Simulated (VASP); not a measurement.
BaZrO3, 5 atoms in the cell. The structure is tetragonal, space group P4/mmm (No. 123). The conventional cell has a = 3.653 Å, b = 3.653 Å, c = 5.479 Å, α = 90.00°, β = 90.00°, γ = 90.00°. Ba (site symmetry 4/mmm) has 12 O at 2.58 to 3.29 Å within 3.4 Å. Within 2.4 Å of Zr (site symmetry 4/mmm) lie 4 O at 1.83 Å. O (site symmetry mmm) has 2 Zr at 1.83 Å within 2.4 Å. Within 3.4 Å of O (site symmetry 4/mmm) lie 4 Ba at 2.58 Å and 2 Zr at 2.74 Å and 8 O at 3.29 Å.  This cell differs from its parent crystal: ratio of the length along z to the lengths across it x 1.5, volume and fractional coordinates fixed.

```yaml
Program: VASP 6.6.1
Task: single point
Functional: r2SCAN
Potentials_or_basis: VASP PAW PBE potentials, release 64 (Ba_sv, Zr_sv, O)
Cutoff: 520 eV
k_mesh: 6 × 6 × 6
Occupations: gaussian, width 0.05 eV
Spin: no spin polarisation
Dipole_correction: no
Further_INCAR_settings: ALGO = Normal; EDIFF = 1e-06; NBANDS = 28
```

Potentials or basis: VASP PAW PBE potentials, release 64 (Ba_sv, Zr_sv, O).

The run is started by

```console
$ cat potpaw_PBE.64/Ba_sv/POTCAR potpaw_PBE.64/Zr_sv/POTCAR potpaw_PBE.64/O/POTCAR > POTCAR
$ cp INCAR.step1 INCAR
$ mpirun -np 1 vasp_std > vasp.out
$ cp INCAR.step2 INCAR
$ mpirun -np 1 vasp_std > vasp.out
```

Hardware: 1 thread of AMD EPYC 9R45 (Zen 5), with other jobs on the host.

Q: Estimate the wall time of this run.

A: Wall time 4.5 min on 1 thread of AMD EPYC 9R45 (Zen 5), on a shared host, peak memory 0.2 GiB. Counts: k points 40.
